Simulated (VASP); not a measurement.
Wanted: the native input for a VASP 6.6.1 run.

| Property | Result |
| --- | --- |
| Task | single point |
| Functional | r2SCAN |
| Potentials or basis | VASP PAW PBE potentials, release 64 (Cs_sv, Ag, Bi_d, Br) |
| Cutoff | 520 eV |
| k mesh | 4 × 4 × 4 |
| Occupations | gaussian, width 0.01 eV |
| Spin | no spin polarisation |
| Dipole correction | no |
| Further INCAR settings | ALGO = Normal; EDIFF = 1e-07; NBANDS = 54 |

Cs2AgBiBr6:

```
Cs Ag Bi Br
1.0
     0.00000    5.67280    5.67280
     5.67280    0.00000    5.67280
     5.67280    5.67280    0.00000
Cs Ag Bi Br
2 1 1 6
Direct
  0.25000 0.25000 0.25000
  0.75000 0.75000 0.75000
  0.50000 0.50000 0.50000
  0.00000 0.00000 0.00000
  0.25182 0.74818 0.25182
  0.25182 0.74818 0.74818
  0.74818 0.25182 0.74818
  0.74818 0.25182 0.25182
  0.25182 0.25182 0.74818
  0.74818 0.74818 0.25182
```

The input as run:

POSCAR

```
Cs2AgBiBr6
1.0
    0.0000000000      5.6728028979      5.6728028979
    5.6728028979      0.0000000000      5.6728028979
    5.6728028979      5.6728028979      0.0000000000
Cs Ag Bi Br
2 1 1 6
Direct
    0.2500000000      0.2500000000      0.2500000000
    0.7500000000      0.7500000000      0.7500000000
    0.5000000000      0.5000000000      0.5000000000
    0.0000000000      0.0000000000      0.0000000000
    0.2518243557      0.7481756443      0.2518243557
    0.2518243557      0.7481756443      0.7481756443
    0.7481756443      0.2518243557      0.7481756443
    0.7481756443      0.2518243557      0.2518243557
    0.2518243557      0.2518243557      0.7481756443
    0.7481756443      0.7481756443      0.2518243557
```

INCAR.step1

```
  PREC = Accurate
  ENCUT = 520
  ISMEAR = 0
  SIGMA = 0.01
  LREAL = False
  LASPH = True
  NELM = 80
  NBANDS = 54
  GGA = PE
  ALGO = Normal
  EDIFF = 1E-4
  LWAVE = True
  LCHARG = False
```

INCAR.step2

```
  PREC = Accurate
  ENCUT = 520
  EDIFF = 1E-7
  ISMEAR = 0
  SIGMA = 0.01
  LREAL = False
  LASPH = True
  NELM = 80
  ALGO = Normal
  ISIF = 2
  LWAVE = False
  LCHARG = False
  METAGGA = R2SCAN
  LMIXTAU = True
  NBANDS = 54
  ISTART = 1
```

KPOINTS

```
Automatic mesh
0
Gamma
  4 4 4
```

Potentials or basis: VASP PAW PBE potentials, release 64 (Cs_sv, Ag, Bi_d, Br).

The run is started by

```bash
$ cat potpaw_PBE.64/Cs_sv/POTCAR potpaw_PBE.64/Ag/POTCAR potpaw_PBE.64/Bi_d/POTCAR potpaw_PBE.64/Br/POTCAR > POTCAR
$ cp INCAR.step1 INCAR
$ mpirun -np 1 vasp_std > vasp.out
$ cp INCAR.step2 INCAR
$ mpirun -np 1 vasp_std > vasp.out
```

Results of the run:

| Item | Value |
| --- | --- |
| Pressure | 0.0 GPa |
| Largest force | 0.008 eV/Å |
| Band gap on the k mesh | 1.66 eV (least direct gap 2.79 eV) |

Caveat: the PAW data sets were made with another functional, which shifts forces and pressure a little; spin-orbit coupling is left out, which moves the levels of the heavy elements.

Wall time 6.7 min on 1 thread of Intel(R) Xeon(R) 6975P-C (Granite Rapids), on a shared host, peak memory 0.65 GiB.
